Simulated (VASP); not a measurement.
# Ti2SiSe2 (P6/mmm) in VASP: a series of runs, part 2 of 2

VASP 6.6.1. Earlier steps stand in the parts before.

## 4. Single point, PBE, collinear spin

File INCAR:

```
PREC = Accurate ; ENCUT = 520
EDIFF = 1E-6 ; ISMEAR = 0
SIGMA = 0.1 ; LREAL = False
LASPH = True ; NELM = 150
ALGO = Normal ; ISIF = 2
LWAVE = False ; LCHARG = True
ISPIN = 2 ; MAGMOM = 1 1 0 0 0
LORBIT = 11 ; LMAXMIX = 4
GGA = PE ; LELF = True
LVHAR = True ; NBANDS = 32
```

File KPOINTS:

```
Automatic mesh
0
Gamma
  6 6 4
```

File POSCAR:

```
Ti2SiSe2
1.0
    4.8094800787      0.0000000000      0.0000000000
   -2.4047400393      4.1651319271      0.0000000000
    0.0000000000      0.0000000000      6.9184464853
Ti Si Se
2 1 2
Direct
    0.0000000000      0.0000000000      0.8543656682
    0.0000000000      0.0000000000      0.1456343318
    0.0000000000      0.0000000000      0.5000000000
    0.3333333333      0.6666666667      0.5000000000
    0.6666666667      0.3333333333      0.5000000000
```

Potentials or basis: VASP PAW PBE potentials, release 64 (Ti_sv, Si, Se).

On the command line:

```console
> cat potpaw_PBE.64/Ti_sv/POTCAR potpaw_PBE.64/Si/POTCAR potpaw_PBE.64/Se/POTCAR > POTCAR
> mpirun -np 1 vasp_std > vasp.out
```

OUTCAR:

```text
PREC = Accurate
   ENCUT = 520
   EDIFF = 1E-6
   ISMEAR = 0
   LREAL = False
   LASPH = True
   NELM = 150
   ISIF = 2
   ISPIN = 2
   LORBIT = 11
   GGA = PE

 ion  position               nearest neighbor table
   1  0.000  0.000  0.854-   2 2.02   3 2.45
   2  0.000  0.000  0.146-   1 2.02   3 2.45
   3  0.000  0.000  0.500-   1 2.45   2 2.45   4 2.78   5 2.78   4 2.78   5 2.78   5 2.78   4 2.78

   4  0.333  0.667  0.500-   5 2.78   3 2.78   5 2.78   3 2.78   3 2.78   5 2.78
   5  0.667  0.333  0.500-   4 2.78   3 2.78   4 2.78   3 2.78   3 2.78   4 2.78

  LATTYP: Found a hexagonal cell.
 ALAT       =     4.8094800787
 C/A-ratio  =     1.4385019528

  Lattice vectors:

 A1 = (   4.8094800787,   0.0000000000,   0.0000000000)
 A2 = (  -2.4047400393,   4.1651319271,   0.0000000000)
 A3 = (   0.0000000000,   0.0000000000,   6.9184464853)

Analysis of symmetry for initial positions (statically):
=====================================================================
 Subroutine PRICEL returns:
 Original cell was already a primitive cell.

 Routine SETGRP: Setting up the symmetry group for a
 hexagonal supercell.

 Subroutine GETGRP returns: Found 24 space group operations
 (whereof 24 operations were pure point group operations)
 out of a pool of 24 trial point group operations.

The static configuration has the point symmetry D_6h.

Analysis of symmetry for dynamics (positions and initial velocities):
=====================================================================
 Subroutine PRICEL returns:
 Original cell was already a primitive cell.

 Routine SETGRP: Setting up the symmetry group for a
 hexagonal supercell.

 Subroutine GETGRP returns: Found 24 space group operations
 (whereof 24 operations were pure point group operations)
 out of a pool of 24 trial point group operations.

The dynamic configuration has the point symmetry D_6h.

Analysis of structural, dynamic, and magnetic symmetry:
=====================================================================
 Subroutine PRICEL returns:
 Original cell was already a primitive cell.

 Routine SETGRP: Setting up the symmetry group for a
 hexagonal supercell.

 Subroutine GETGRP returns: Found 24 space group operations
 (whereof 24 operations were pure point group operations)
 out of a pool of 24 trial point group operations.

The overall configuration has the point symmetry D_6h.

 Subroutine INISYM returns: Found 24 space group operations
 (whereof 24 operations are pure point group operations),
 and found     1 'primitive' translations

----------------------------------------------------------------------------------------

                                     Primitive cell

  volume of cell :     138.5911

  direct lattice vectors                    reciprocal lattice vectors
     4.809480079  0.000000000  0.000000000     0.207922683  0.120044217  0.000000000
    -2.404740039  4.165131927  0.000000000     0.000000000  0.240088434  0.000000000
     0.000000000  0.000000000  6.918446485     0.000000000  0.000000000  0.144541119

  length of vectors
     4.809480079  4.809480079  6.918446485     0.240088434  0.240088434  0.144541119

[... 81 lines left out ...]
   NELM   =    150;   NELMIN=  2; NELMDL= -5     # of ELM steps
   EDIFF  = 0.1E-05   stopping-criterion for ELM
   LREAL  =      F    real-space projection
   EDIFFG = 0.1E-04   stopping-criterion for IOM
   NSW    =      0    number of steps for IOM
   IBRION =     -1    ionic relax: 0-MD 1-quasi-New 2-CG
   NFREE  =      0    steps in history (QN), initial steepest desc. (CG)
   ISIF   =      2    stress and relaxation
   ISYM   =      2    0-nonsym 1-usesym 2-fastsym
   POTIM  = 0.5000    time-step for ionic-motion
   TEBEG  =    0.0;   TEEND  =   0.0 temperature during run
   PSTRESS=    0.0 pullay stress
   NELECT =      40.0000    total number of electrons
   NUPDOWN=      -1.0000    fix difference up-down
   EMIN   =  10.00;   EMAX   =-10.00  energy-range for DOS
   EFERMI =   0.00;   METHOD = LEGACY
   ISMEAR =     0;   SIGMA  =   0.10  broadening in eV -4-tet -1-fermi 0-gaus
   EFERMI_NEDOS =   21; number of points for ismear=-14 and -15
   IALGO  =     38    algorithm
   IMIX   =      4    mixing-type and parameters
     AMIX     =   0.40;   BMIX     =  1.00
     AMIX_MAG =   1.60;   BMIX_MAG =  1.00
  volume/ion in A,a.u.               =      27.72       187.05
  Fermi-wavevector in a.u.,A,eV,Ry     =   1.081890  2.044475 15.925421  1.170485
  Thomas-Fermi vector in A             =   2.217918
   LORBIT       =     11    0 simple, 1 ext, 2 COOP (PROOUT), +10 PAW based schemes
   GGA     = PE    functional components
   LHFCALC =     F    Hartree Fock is set to
   AEXX    =    0.0000 exact exchange contribution
   IVDW    =     0    specifies the selected vdW correction
   LEPSILON=     F    determine dielectric tensor
   LRPA    =     F    only Hartree local field effects (RPA)
 spin polarized calculation
 Gauss-broadening in eV      SIGMA  =   0.10
  energy-cutoff  :      520.00
  volume of cell :      138.59
 maximum number of plane-waves:      3758
 NGX is ok and might be reduce to    36
   NGX = 17   NGY = 17   NGZ = 25

 number of electron      39.9999999 magnetization       0.0018699

 Free energy of the ion-electron system (eV)
  ---------------------------------------------------
  ext. energy  EPLUGINS =         0.00000000
  ---------------------------------------------------
  free energy    TOTEN  =       -22.65714945 eV

  energy without entropy =      -22.63831913  energy(sigma->0) =      -22.64773429

 E-fermi :   3.5779     XC(G=0):  -8.6668

 val. band max:        3.5555863282   @ k =   0.3333   0.1667   0.2500
 cond. band min:       3.6094653479   @ k =   0.1667   0.1667   0.5000
 fundamental gap:      0.0538790197
 Fermi energy:         3.5779434309

 spin component 1

 k-point     1 :       0.0000    0.0000    0.0000
  band No.  band energies     occupation
      1     -53.6542      1.00000
      2     -52.9121      1.00000
      3     -30.5693      1.00000
      4     -30.0156      1.00000
      5     -30.0156      1.00000
      6     -29.5612      1.00000
[... 724 lines left out ...]
     31       6.9336      0.00000
     32       8.7372      0.00000
 Fermi energy:         3.5779434309

 spin component 2

 k-point     1 :       0.0000    0.0000    0.0000
  band No.  band energies     occupation
      1     -53.6539      1.00000
      2     -52.9118      1.00000
      3     -30.5690      1.00000
      4     -30.0152      1.00000
      5     -30.0152      1.00000
      6     -29.5609      1.00000
[... 724 lines left out ...]
     31       6.9342      0.00000
     32       8.7374      0.00000

------------------------ aborting loop because EDIFF is reached ----------------------------------------

  FORCE on cell =-STRESS in cart. coord.  units (eV):
  Direction    XX          YY          ZZ          XY          YZ          ZX
  --------------------------------------------------------------------------------------
  -------------------------------------------------------------------------------------
  Total       -0.0167225     -0.0167225      0.7323617     -0.0000000     -0.0000000      0.0000000
  in kB       -0.1933202     -0.1933202      8.4664384     -0.0000000     -0.0000000      0.0000000
  external PRESSURE =       2.6932660 kB  Pullay stress =       0.0000000 kB

 VOLUME and BASIS-vectors are now :
 -----------------------------------------------------------------------------
  energy-cutoff  :      520.00
  volume of cell :      138.59
      direct lattice vectors                 reciprocal lattice vectors
     4.809480079  0.000000000  0.000000000     0.207922683  0.120044217  0.000000000
    -2.404740039  4.165131927  0.000000000     0.000000000  0.240088434  0.000000000
     0.000000000  0.000000000  6.918446485     0.000000000  0.000000000  0.144541119

 POSITION                                       TOTAL-FORCE (eV/Angst)
 -----------------------------------------------------------------------------------
      0.00000      0.00000      5.91088         0.000000     -0.000000     -0.403642
      0.00000      0.00000      1.00756         0.000000      0.000000      0.403642
      0.00000      0.00000      3.45922        -0.000000      0.000000      0.000000
     -0.00000      2.77675      3.45922        -0.000000      0.000000      0.000000
      2.40474      1.38838      3.45922        -0.000000     -0.000000      0.000000
 -----------------------------------------------------------------------------------
    total drift:                                0.000000     -0.000000      0.000000

  FREE ENERGIE OF THE ION-ELECTRON SYSTEM (eV)
  ---------------------------------------------------
  free  energy   TOTEN  =       -22.6571494508 eV

  energy  without entropy=      -22.6383191255  energy(sigma->0) =      -22.64773429

 total charge

# of ion       s       p       d       tot
------------------------------------------
    1        2.173   6.026   2.238  10.438
    2        2.173   6.026   2.238  10.438
    3        0.859   0.755   0.000   1.614
    4        1.526   2.143   0.058   3.727
    5        1.526   2.143   0.058   3.727
--------------------------------------------------
tot          8.257  17.094   4.592  29.943

 magnetization (x)

# of ion       s       p       d       tot
------------------------------------------
    1        0.000   0.000   0.000   0.000
    2        0.000   0.000   0.000   0.000
    3       -0.000  -0.000   0.000  -0.000
    4       -0.000  -0.000  -0.000  -0.000
    5       -0.000  -0.000  -0.000  -0.000
--------------------------------------------------
tot          0.000  -0.000   0.000   0.000
```

Run time: 2 min. Hardware: 1 thread of Intel Xeon 6975P-C (Granite Rapids), shared host; peak memory 0.38 GiB.

Results:

```yaml
Free_energy: -22.6571 eV
Pressure: 0.3 GPa
Largest_force: 0.404 eV/Å
Band_gap_on_the_k_mesh: zero (filled and empty bands overlap)
Net_moment: 0.00 μB per cell
Valence_electrons_inside_the_program's_atomic_spheres: Ti 10.44; Si 1.61; Se 3.73
```

Forces in eV/Å, atoms in the order of the input:
```
Ti   0.000  0.000 -0.404
Ti   0.000  0.000  0.404
Si   0.000  0.000  0.000
Se   0.000  0.000  0.000
Se   0.000  0.000  0.000
```

Stress tensor (GPa, compression positive):
```
-0.02  0.00  0.00
 0.00 -0.02  0.00
 0.00  0.00  0.85
```

Levels at points of the mesh, in eV from the Fermi level:
Spin up:
| k point | band 16 | band 17 | band 18 | band 19 | band 20 | band 21 | band 22 | band 23 | band 24 | band 25 |
| --- | --- | --- | --- | --- | --- | --- | --- | --- | --- | --- |
| (0.00, 0.00, 0.00) | -3.52 | -1.92 | -0.51 | -0.51 | -0.25 | 0.21 | 0.21 | 0.49 | 0.71 | 1.38 |
| (0.50, 0.00, 0.00) | -1.25 | -0.82 | -0.52 | -0.50 | -0.49 | 0.25 | 0.66 | 1.09 | 1.23 | 1.55 |
| (0.00, 0.00, 0.50) | -3.44 | -1.57 | -0.87 | -0.87 | -0.47 | -0.28 | 0.08 | 0.08 | 1.26 | 1.55 |
| (0.50, 0.00, 0.50) | -1.11 | -0.93 | -0.75 | -0.58 | 0.24 | 0.48 | 0.51 | 0.63 | 1.35 | 1.86 |
Spin down:
```tsv
k point	band 16	band 17	band 18	band 19	band 20	band 21	band 22	band 23	band 24	band 25
(0.00, 0.00, 0.00)	-3.52	-1.92	-0.51	-0.51	-0.25	0.21	0.21	0.49	0.71	1.39
(0.50, 0.00, 0.00)	-1.24	-0.82	-0.52	-0.50	-0.49	0.25	0.66	1.09	1.23	1.55
(0.00, 0.00, 0.50)	-3.44	-1.56	-0.87	-0.87	-0.47	-0.28	0.08	0.08	1.26	1.55
(0.50, 0.00, 0.50)	-1.11	-0.93	-0.75	-0.58	0.24	0.48	0.51	0.63	1.35	1.86
```

Caveat: atoms lie so close that the PAW spheres overlap strongly, which falsifies energies and pressures.

## 5. The runs side by side

```tsv
spin	cell	k mesh	gap on the mesh (eV)	pressure (GPa)	moment (μB)	largest force (eV/Å)
off	a = 4.804, b = 4.804, c = 6.936 Å, angles 90.0, 90.0, 120.0°, 5 atoms, atomic positions A	12 × 12 × 6	none	0.3	-	0.43
collinear	a = 4.735, b = 4.735, c = 6.242 Å, angles 90.0, 90.0, 120.0°, 5 atoms, atomic positions B	6 × 6 × 4	none	12.9	0.00	6.10
collinear	a = 4.809, b = 4.809, c = 6.918 Å, angles 90.0, 90.0, 120.0°, 5 atoms, atomic positions A	6 × 6 × 4	none	0.3	0.00	0.40
```

Alike in all rows: task single point; level PBE; potentials or basis VASP PAW PBE potentials, release 64 (Ti_sv, Si, Se); cutoff (eV) 520; smearing gaussian 0.1 eV.

Caveats: atoms lie so close that the PAW spheres overlap strongly, which falsifies energies and pressures (at least some runs); the cell stands under pressure (at least some runs); forces of over 1 eV/Å act on the atoms, so gaps and moduli don't describe the material at rest (at least some runs).

Absolute energies hang on the potentials; compare differences alone.
